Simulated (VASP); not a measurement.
# KTaO3 (Pm-3m) in VASP: notebook

Runs on KTaO3. Level: PBEsol. Tasks: relaxation of cell and atoms.

Everything below comes from runs of VASP 6.6.1. Logs are shortened: lines on timing, memory, paths and dates and some standing lists are left out, and cuts for length are marked.

## 1. The cell of the first run

The structure is cubic, space group Pm-3m (No. 221). Conventional cell: a = 3.926 Å, b = 3.926 Å, c = 3.926 Å, α = 90.00°, β = 90.00°, γ = 90.00°. Within 3.7 Å of K (site symmetry m-3m) lie 12 O at 2.78 Å and 8 Ta at 3.40 Å. Within 2.6 Å of Ta (site symmetry m-3m) lie 6 O at 1.96 Å. Within 2.6 Å of O (site symmetry 4/mmm) lie 2 Ta at 1.96 Å.

## 2. Relaxation of cell and atoms, PBEsol, target pressure 10 GPa, at which the enthalpy is minimised

File INCAR:

```
SYSTEM = KTaO3
ALGO = Normal
EDIFF = 1E-6
EDIFFG = -0.008
ENCUT = 600
GGA = PS
IBRION = 2
ISIF = 3
ISMEAR = 0
LASPH = .TRUE.
LCHARG = .FALSE.
LREAL = .FALSE.
LWAVE = .FALSE.
NELM = 100
NSW = 70
PREC = Accurate
PSTRESS = 100.0
SIGMA = 0.02
```

File KPOINTS:

```
k-points
0
G
  8 8 8
  0 0 0
```

File POSCAR:

```
KTaO3
1.0
    3.9255953027      0.0000000000      0.0000000000
    0.0000000000      3.9255953027      0.0000000000
    0.0000000000      0.0000000000      3.9255953027
K Ta O
1 1 3
Direct
    0.5000000000      0.5000000000      0.5000000000
    0.0000000000      0.0000000000      0.0000000000
    0.0000000000      0.5000000000      0.0000000000
    0.0000000000      0.0000000000      0.5000000000
    0.5000000000      0.0000000000      0.0000000000
```

Potentials or basis: VASP PAW PBE potentials, release 64 (K_sv, Ta_pv, O).

The run is started by

```console
cat potpaw_PBE.64/K_sv/POTCAR potpaw_PBE.64/Ta_pv/POTCAR potpaw_PBE.64/O/POTCAR > POTCAR
mpirun -np 1 vasp_std > vasp.out
```

OUTCAR:

```text
SYSTEM = KTaO3
   EDIFF = 1E-6
   EDIFFG = -0.008
   ENCUT = 600
   GGA = PS
   IBRION = 2
   ISIF = 3
   ISMEAR = 0
   LASPH = .TRUE.
   LREAL = .FALSE.
   NELM = 100
   NSW = 70
   PREC = Accurate
   PSTRESS = 100.0

 ion  position               nearest neighbor table
   1  0.500  0.500  0.500-   3 2.78   4 2.78   5 2.78   3 2.78   5 2.78   4 2.78   5 2.78   5 2.78
                             3 2.78   4 2.78   3 2.78   4 2.78   2 3.40   2 3.40   2 3.40   2 3.40
   2  0.000  0.000  0.000-   3 1.96   4 1.96   5 1.96   4 1.96   3 1.96   5 1.96   1 3.40   1 3.40
                             1 3.40   1 3.40   1 3.40   1 3.40   1 3.40   1 3.40
   3  0.000  0.500  0.000-   2 1.96   2 1.96   1 2.78   1 2.78   1 2.78   1 2.78
   4  0.000  0.000  0.500-   2 1.96   2 1.96   1 2.78   1 2.78   1 2.78   1 2.78
   5  0.500  0.000  0.000-   2 1.96   2 1.96   1 2.78   1 2.78   1 2.78   1 2.78

  LATTYP: Found a simple cubic cell.
 ALAT       =     3.9255953027

  Lattice vectors:

 A1 = (   3.9255953027,   0.0000000000,   0.0000000000)
 A2 = (   0.0000000000,   3.9255953027,   0.0000000000)
 A3 = (   0.0000000000,   0.0000000000,   3.9255953027)

Analysis of symmetry for initial positions (statically):
=====================================================================
 Subroutine PRICEL returns:
 Original cell was already a primitive cell.

 Routine SETGRP: Setting up the symmetry group for a
 simple cubic supercell.

 Subroutine GETGRP returns: Found 48 space group operations
 (whereof 48 operations were pure point group operations)
 out of a pool of 48 trial point group operations.

The static configuration has the point symmetry O_h .

Analysis of symmetry for dynamics (positions and initial velocities):
=====================================================================
 Subroutine PRICEL returns:
 Original cell was already a primitive cell.

 Routine SETGRP: Setting up the symmetry group for a
 simple cubic supercell.

 Subroutine GETGRP returns: Found 48 space group operations
 (whereof 48 operations were pure point group operations)
 out of a pool of 48 trial point group operations.

The dynamic configuration has the point symmetry O_h .

 Subroutine INISYM returns: Found 48 space group operations
 (whereof 48 operations are pure point group operations),
 and found     1 'primitive' translations

----------------------------------------------------------------------------------------

                                     Primitive cell

  volume of cell :      60.4946

  direct lattice vectors                    reciprocal lattice vectors
     3.925595303  0.000000000  0.000000000     0.254738434  0.000000000  0.000000000
     0.000000000  3.925595303  0.000000000     0.000000000  0.254738434  0.000000000
     0.000000000  0.000000000  3.925595303     0.000000000  0.000000000  0.254738434

  length of vectors
     3.925595303  3.925595303  3.925595303     0.254738434  0.254738434  0.254738434

  position of ions in fractional coordinates (direct lattice)
     0.500000000  0.500000000  0.500000000
     0.000000000  0.000000000  0.000000000
     0.000000000  0.500000000  0.000000000
     0.000000000  0.000000000  0.500000000
     0.500000000  0.000000000  0.000000000

  ion indices of the primitive-cell ions
   primitive index   ion index
                 1           1
                 2           2
                 3           3
                 4           4
                 5           5

----------------------------------------------------------------------------------------

 KPOINTS: k-points

Automatic generation of k-mesh.
 Grid dimensions read from file:
 generate k-points for:    8    8    8

 Generating k-lattice:

  Cartesian coordinates                     Fractional coordinates (reciprocal lattice)
     0.031842304  0.000000000  0.000000000     0.125000000  0.000000000  0.000000000
     0.000000000  0.031842304  0.000000000     0.000000000  0.125000000  0.000000000
     0.000000000  0.000000000  0.031842304     0.000000000  0.000000000  0.125000000

  Length of vectors
     0.031842304  0.031842304  0.031842304

  Shift w.r.t. Gamma in fractional coordinates (k-lattice)
     0.000000000  0.000000000  0.000000000

 Subroutine IBZKPT returns following result:
 ===========================================

 Found     35 irreducible k-points:

 Following reciprocal coordinates:
            Coordinates               Weight
  0.000000  0.000000  0.000000      1.000000
  0.125000  0.000000  0.000000      6.000000
  0.250000  0.000000  0.000000      6.000000
  0.375000  0.000000  0.000000      6.000000
  0.500000  0.000000  0.000000      3.000000
  0.125000  0.125000  0.000000     12.000000
[... 16 lines left out ...]
  0.375000  0.375000  0.125000     24.000000
  0.500000  0.375000  0.125000     24.000000
 [... further k-points ...]
   k-points           NKPTS =     35   k-points in BZ     NKDIM =     35   number of bands    NBANDS=     23
   number of dos      NEDOS =    301   number of ions     NIONS =      5
   total plane-waves  NPLWV =  32768
   dimension x,y,z NGX =    32 NGY =   32 NGZ =   32
   dimension x,y,z NGXF=    64 NGYF=   64 NGZF=   64
   ions per type =               1   1   3
   NGX,Y,Z   is equivalent  to a cutoff of  13.55, 13.55, 13.55 a.u.
   NGXF,Y,Z  is equivalent  to a cutoff of  27.10, 27.10, 27.10 a.u.
 SYSTEM =  KTaO3
   PREC   = accura    normal or accurate (medium, high low for compatibility)
   ISTART =      0    job   : 0-new  1-cont  2-samecut
   ICHARG =      2    charge: 1-file 2-atom 10-const
   ISPIN  =      1    spin polarized calculation?
   LNONCOLLINEAR =      F non collinear calculations
   LSORBIT =      F    spin-orbit coupling
   LASPH  =      T    aspherical Exc in radial PAW
   ENCUT  =  600.0 eV  44.10 Ry    6.64 a.u.   7.84  7.84  7.84*2*pi/ulx,y,z
   NELM   =    100;   NELMIN=  2; NELMDL= -5     # of ELM steps
   EDIFF  = 0.1E-05   stopping-criterion for ELM
   LREAL  =      F    real-space projection
   EDIFFG = -.8E-02   stopping-criterion for IOM
   NSW    =     70    number of steps for IOM
   IBRION =      2    ionic relax: 0-MD 1-quasi-New 2-CG
   NFREE  =      1    steps in history (QN), initial steepest desc. (CG)
   ISIF   =      3    stress and relaxation
   ISYM   =      2    0-nonsym 1-usesym 2-fastsym
   POTIM  = 0.5000    time-step for ionic-motion
   TEBEG  =    0.0;   TEEND  =   0.0 temperature during run
   PSTRESS=  100.0 pullay stress
   NELECT =      38.0000    total number of electrons
   NUPDOWN=      -1.0000    fix difference up-down
   EMIN   =  10.00;   EMAX   =-10.00  energy-range for DOS
   EFERMI =   0.00;   METHOD = LEGACY
   ISMEAR =     0;   SIGMA  =   0.02  broadening in eV -4-tet -1-fermi 0-gaus
   EFERMI_NEDOS =   21; number of points for ismear=-14 and -15
   IALGO  =     38    algorithm
   IMIX   =      4    mixing-type and parameters
     AMIX     =   0.40;   BMIX     =  1.00
     AMIX_MAG =   1.60;   BMIX_MAG =  1.00
  volume/ion in A,a.u.               =      12.10        81.65
  Fermi-wavevector in a.u.,A,eV,Ry     =   1.402051  2.649492 26.745615  1.965747
  Thomas-Fermi vector in A             =   2.524851
   LORBIT       =      0    0 simple, 1 ext, 2 COOP (PROOUT), +10 PAW based schemes
   GGA     = PS    functional components
   LHFCALC =     F    Hartree Fock is set to
   AEXX    =    0.0000 exact exchange contribution
   IVDW    =     0    specifies the selected vdW correction
   LEPSILON=     F    determine dielectric tensor
   LRPA    =     F    only Hartree local field effects (RPA)
 conjugate gradient relaxation of ions
 non-spin polarized calculation
 Gauss-broadening in eV      SIGMA  =   0.02
  energy-cutoff  :      600.00
  volume of cell :       60.49
 maximum number of plane-waves:      2040
 NGX is ok and might be reduce to    32
   NGX = 15   NGY = 15   NGZ = 15

--------------------------------------- Ionic step        1  -------------------------------------------

 number of electron      37.9999981 magnetization

 Free energy of the ion-electron system (eV)
  ---------------------------------------------------
  ext. energy  EPLUGINS =         0.00000000
  ---------------------------------------------------
  free energy    TOTEN  =       -42.82463217 eV

  energy without entropy =      -42.82463217  energy(sigma->0) =      -42.82463217

------------------------ aborting loop because EDIFF is reached ----------------------------------------

  FORCE on cell =-STRESS in cart. coord.  units (eV):
  Direction    XX          YY          ZZ          XY          YZ          ZX
  --------------------------------------------------------------------------------------
  -------------------------------------------------------------------------------------
  Total        4.1362926      4.1362926      4.1362926      0.0000000      0.0000000     -0.0000000
  in kB      109.5482030    109.5482030    109.5482030      0.0000000      0.0000000     -0.0000000
  external PRESSURE =       9.5482030 kB  Pullay stress =     100.0000000 kB

 VOLUME and BASIS-vectors are now :
 -----------------------------------------------------------------------------
  energy-cutoff  :      600.00
  volume of cell :       60.49
      direct lattice vectors                 reciprocal lattice vectors
     3.925595303  0.000000000  0.000000000     0.254738434  0.000000000  0.000000000
     0.000000000  3.925595303  0.000000000     0.000000000  0.254738434  0.000000000
     0.000000000  0.000000000  3.925595303     0.000000000  0.000000000  0.254738434
[... 52 lines left out ...]
  FREE ENERGIE OF THE ION-ELECTRON SYSTEM (eV)
  ---------------------------------------------------
  free  energy   TOTEN  =       -42.8628311359 eV

  energy  without entropy=      -42.8628311359  energy(sigma->0) =      -42.86283114

  enthalpy is  TOTEN    =       -39.0475181009 eV   P V=        3.8153130351

--------------------------------------- Ionic step        3  -------------------------------------------

 number of electron      37.9999981 magnetization

 Free energy of the ion-electron system (eV)
  ---------------------------------------------------
  ext. energy  EPLUGINS =         0.00000000
  ---------------------------------------------------
  free energy    TOTEN  =       -42.83971760 eV

  energy without entropy =      -42.83971760  energy(sigma->0) =      -42.83971760

 E-fermi :   2.1817     XC(G=0): -11.3716

 val. band max:        1.9667791339   @ k =   0.5000   0.5000   0.5000
 cond. band min:       4.1401638037   @ k =   0.0000   0.0000   0.0000
 fundamental gap:      2.1733846699
 Fermi energy:         2.1817203033

 k-point     1 :       0.0000    0.0000    0.0000
  band No.  band energies     occupation
      1     -31.9038      2.00000
      2     -31.9038      2.00000
      3     -31.9038      2.00000
      4     -25.1207      2.00000
      5     -15.6792      2.00000
      6     -14.9422      2.00000
[... 15 lines left out ...]
     22       4.1402      0.00000
     23       8.7612      0.00000
[... 575 lines left out ...]
      1     -32.0110      2.00000
      2     -31.9941      2.00000
      3     -31.9120      2.00000
      4     -25.0645      2.00000
      5     -15.0493      2.00000
      6     -14.1336      2.00000
[... 15 lines left out ...]
     22       8.3687      0.00000
     23      10.8449      0.00000

 [... further k-points ...]
[... 5 lines left out ...]
  --------------------------------------------------------------------------------------
  -------------------------------------------------------------------------------------
  Total        3.7920528      3.7920528      3.7920528     -0.0000000      0.0000000      0.0000000
  in kB      100.0495513    100.0495513    100.0495513     -0.0000000      0.0000000      0.0000000
  external PRESSURE =       0.0495513 kB  Pullay stress =     100.0000000 kB

 VOLUME and BASIS-vectors are now :
 -----------------------------------------------------------------------------
  energy-cutoff  :      600.00
  volume of cell :       60.73
      direct lattice vectors                 reciprocal lattice vectors
     3.930579676 -0.000000000 -0.000000000     0.254415400 -0.000000000 -0.000000000
     0.000000000  3.930579676 -0.000000000     0.000000000  0.254415400 -0.000000000
     0.000000000  0.000000000  3.930579676     0.000000000  0.000000000  0.254415400

 POSITION                                       TOTAL-FORCE (eV/Angst)
 -----------------------------------------------------------------------------------
      1.96529      1.96529      1.96529         0.000000      0.000000      0.000000
      0.00000      0.00000      0.00000        -0.000000     -0.000000      0.000000
      0.00000      1.96529     -0.00000        -0.000000     -0.000000      0.000000
      0.00000      0.00000      1.96529         0.000000      0.000000      0.000000
      1.96529     -0.00000     -0.00000        -0.000000     -0.000000      0.000000
 -----------------------------------------------------------------------------------
    total drift:                                0.000000      0.000000     -0.000000

  FREE ENERGIE OF THE ION-ELECTRON SYSTEM (eV)
  ---------------------------------------------------
  free  energy   TOTEN  =       -42.8397176011 eV

  energy  without entropy=      -42.8397176011  energy(sigma->0) =      -42.83971760

  enthalpy is  TOTEN    =       -39.0495428843 eV   P V=        3.7901747168

 reached required accuracy - stopping structural energy minimisation
```

Wall time 88 s (1 thread of Intel Xeon 6975P-C (Granite Rapids), shared host); peak memory 0.22 GiB.

What came out:

```
Free energy                                                : -42.8397 eV
Relaxed volume                                             : 12.15 Å³/atom
Relaxed cell                                               : a = 3.931 Å, b = 3.931 Å, c = 3.931 Å, α = 90.00°, β = 90.00°, γ = 90.00°
Space group after relaxing (to 0.1 Å)                      : Pm-3m (No. 221)
Energy change on relaxing (the run minimises the enthalpy) : -3.0 meV/atom
Ionic steps                                                : 3
Pressure after relaxing                                    : 10.0 GPa
Band gap on the k mesh                                     : 2.17 eV (least direct gap 2.77 eV)
```

The path:
| step | energy change (eV) | largest force (eV/Å) | pressure (GPa) | volume (Å³) |
| --- | --- | --- | --- | --- |
| 1 | 0.0000 | 0.0000 | 10.95 | 60.49 |
| 2 | -0.0382 | 0.0000 | 8.41 | 61.13 |
| 3 | -0.0151 | 0.0000 | 10.00 | 60.73 |

Final structure:
```
CELL_PARAMETERS angstrom
3.93058 0.00000 0.00000
0.00000 3.93058 0.00000
0.00000 0.00000 3.93058
ATOMIC_POSITIONS crystal
K 0.50000 0.50000 0.50000
Ta 0.00000 0.00000 0.00000
O 0.00000 0.50000 0.00000
O 0.00000 0.00000 0.50000
O 0.50000 0.00000 0.00000
```

Caveat: the cell is relaxed towards a set pressure, so the run minimises the enthalpy, not the energy; the PAW data sets were made with another functional, which shifts forces and pressure a little; spin-orbit coupling is left out, which moves the levels of the heavy elements. A k mesh can miss the band edges.

(Continued in part 2 of 3.)
